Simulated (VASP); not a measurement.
# CdO (Fm-3m) in VASP: further runs, part 2 of 2

VASP 6.6.1. The steps go on from the part before.

## 4. Electric field gradients, PBE

This run uses another cell than the first one, of 12.95 Å³/atom.

INCAR

```
ALGO = Normal
EDIFF = 1E-8
ENCUT = 520
GGA = PE
GGA_COMPAT = False
ISIF = 2
ISMEAR = -1
LASPH = True
LCHARG = False
LEFG = True
LREAL = False
LWAVE = False
NBANDS = 20
NELM = 120
PREC = Accurate
SIGMA = 0.02
```

KPOINTS

```
k-points
0
Gamma
  11 11 11
```

POSCAR

```
CdO
1.0
    0.0000000000      2.3481500000      2.3481500000
    2.3481500000      0.0000000000      2.3481500000
    2.3481500000      2.3481500000      0.0000000000
Cd O
1 1
Direct
    0.0000000000      0.0000000000      0.0000000000
    0.5000000000      0.5000000000      0.5000000000
```

Potentials or basis: VASP PAW PBE potentials, release 64 (Cd_sv_GW, O).

Started as:

```console
$ cat potpaw_PBE.64/Cd_sv_GW/POTCAR potpaw_PBE.64/O/POTCAR > POTCAR
$ mpirun -np 1 vasp_std > vasp.out
```

OUTCAR:

```text
EDIFF = 1E-8
   ENCUT = 520
   GGA = PE
   ISIF = 2
   ISMEAR = -1
   LASPH = True
   LREAL = False
   NELM = 120
   PREC = Accurate

 ion  position               nearest neighbor table
   1  0.000  0.000  0.000-
   2  0.500  0.500  0.500-

  LATTYP: Found a face centered cubic cell.
 ALAT       =     4.6963000000

  Lattice vectors:

 A1 = (   0.0000000000,   2.3481500000,   2.3481500000)
 A2 = (   2.3481500000,   0.0000000000,   2.3481500000)
 A3 = (   2.3481500000,   2.3481500000,   0.0000000000)

Analysis of symmetry for initial positions (statically):
=====================================================================
 Subroutine PRICEL returns:
 Original cell was already a primitive cell.

 Routine SETGRP: Setting up the symmetry group for a
 face centered cubic supercell.

 Subroutine GETGRP returns: Found 48 space group operations
 (whereof 48 operations were pure point group operations)
 out of a pool of 48 trial point group operations.

The static configuration has the point symmetry O_h .

Analysis of symmetry for dynamics (positions and initial velocities):
=====================================================================
 Subroutine PRICEL returns:
 Original cell was already a primitive cell.

 Routine SETGRP: Setting up the symmetry group for a
 face centered cubic supercell.

 Subroutine GETGRP returns: Found 48 space group operations
 (whereof 48 operations were pure point group operations)
 out of a pool of 48 trial point group operations.

The dynamic configuration has the point symmetry O_h .

[... 151 lines left out ...]
 Fermi energy:         5.0560284081

 k-point     1 :       0.0000    0.0000    0.0000
  band No.  band energies     occupation
      1     -95.4233      2.00000
      2     -56.5121      2.00000
      3     -56.5121      2.00000
      4     -56.5121      2.00000
      5     -12.3605      2.00000
      6      -1.6978      2.00000
[... 541 lines left out ...]
     19      23.8029      0.00000
     20      25.8394      0.00000

 [... further k-points ...]

------------------------ aborting loop because EDIFF is reached ----------------------------------------

  FORCE on cell =-STRESS in cart. coord.  units (eV):
  Direction    XX          YY          ZZ          XY          YZ          ZX
  --------------------------------------------------------------------------------------
  -------------------------------------------------------------------------------------
  Total        0.6450845      0.6450845      0.6450845      0.0000000      0.0000000     -0.0000000
  in kB       39.9134864     39.9134864     39.9134864      0.0000000      0.0000000     -0.0000000
  external PRESSURE =      39.9134864 kB  Pullay stress =       0.0000000 kB

 VOLUME and BASIS-vectors are now :
 -----------------------------------------------------------------------------
  energy-cutoff  :      520.00
  volume of cell :       25.89
      direct lattice vectors                 reciprocal lattice vectors
     0.000000000  2.348150000  2.348150000    -0.212933586  0.212933586  0.212933586
     2.348150000  0.000000000  2.348150000     0.212933586 -0.212933586  0.212933586
     2.348150000  2.348150000  0.000000000     0.212933586  0.212933586 -0.212933586

 POSITION                                       TOTAL-FORCE (eV/Angst)
 -----------------------------------------------------------------------------------
      0.00000      0.00000      0.00000        -0.000000     -0.000000     -0.000000
      2.34815      2.34815      2.34815         0.000000      0.000000      0.000000
 -----------------------------------------------------------------------------------
    total drift:                                0.000000      0.000000      0.000000

  FREE ENERGIE OF THE ION-ELECTRON SYSTEM (eV)
  ---------------------------------------------------
  free  energy   TOTEN  =        -7.8019037008 eV

  energy  without entropy=       -7.8017528435  energy(sigma->0) =       -7.80182827

 Electric field gradients (V/A^2)
---------------------------------------------------------------------
 ion       V_xx      V_yy      V_zz      V_xy      V_xz      V_yz
---------------------------------------------------------------------
   1      -0.000     0.000     0.000    -0.003    -0.003    -0.003
   2      -0.000     0.000    -0.000     0.000     0.000     0.000
---------------------------------------------------------------------

 Electric field gradients after diagonalization (V/A^2)
 (convention: |V_zz| > |V_xx| > |V_yy|)
----------------------------------------------------------------------
 ion       V_xx      V_yy      V_zz     asymmetry (V_yy - V_xx)/ V_zz
----------------------------------------------------------------------
   1       0.003     0.003    -0.005       0.000
   2      -0.000    -0.000     0.001       0.000
----------------------------------------------------------------------

           NMR quadrupolar parameters

 Cq : quadrupolar parameter    Cq=e*Q*V_zz/h
 eta: asymmetry parameters     (V_yy - V_xx)/ V_zz
 Q  : nuclear electric quadrupole moment in mb (millibarn)
----------------------------------------------------------------------
 ion       Cq(MHz)       eta       Q (mb)
----------------------------------------------------------------------
   1      -0.000       0.000       1.000
   2       0.000       0.000       1.000
----------------------------------------------------------------------
```

Wall time 29 s (1 thread of Intel Xeon Platinum 8488C (Sapphire Rapids), shared host); peak memory 0.18 GiB.

Results:

- Free energy: -7.8019 eV
- Pressure: 4.0 GPa
- Band gap on the k mesh: zero (bands 13 and 14 overlap by 0.38 eV)
- Largest electric field gradient by atom: under 0.05 V/Å² on every atom

Levels at points of the mesh, in eV from the Fermi level:
| k point | band 9 | band 10 | band 11 | band 12 | band 13 | band 14 | band 15 | band 16 | band 17 | band 18 |
| --- | --- | --- | --- | --- | --- | --- | --- | --- | --- | --- |
| (0.00, 0.00, 0.00) | -6.45 | -6.45 | -1.41 | -1.41 | -1.41 | -0.45 | 14.48 | 17.00 | 17.00 | 17.00 |

Caveat: the cell stands under pressure; semilocal functionals underestimate gaps, and a narrow one can read as zero.

## 5. Summary

```tsv
cell	gap on the mesh (eV)	pressure (GPa)
a = 3.264 Å, angles 60.0°, 2 atoms	none	12.9
a = 3.348 Å, angles 60.0°, 2 atoms	none	0.4
a = 3.321 Å, angles 60.0°, 2 atoms	none	4.0
```

Alike in all rows: task electric field gradients; level PBE; potentials or basis VASP PAW PBE potentials, release 64 (Cd_sv_GW, O); no spin polarisation; k mesh 11 × 11 × 11; cutoff (eV) 520; smearing fermi-dirac 0.02 eV.

Caveats: semilocal functionals underestimate gaps, and a narrow one can read as zero; the cell stands under pressure (at least some runs).

Total energies depend on the potentials used, so only differences within one code and one set of settings carry meaning.
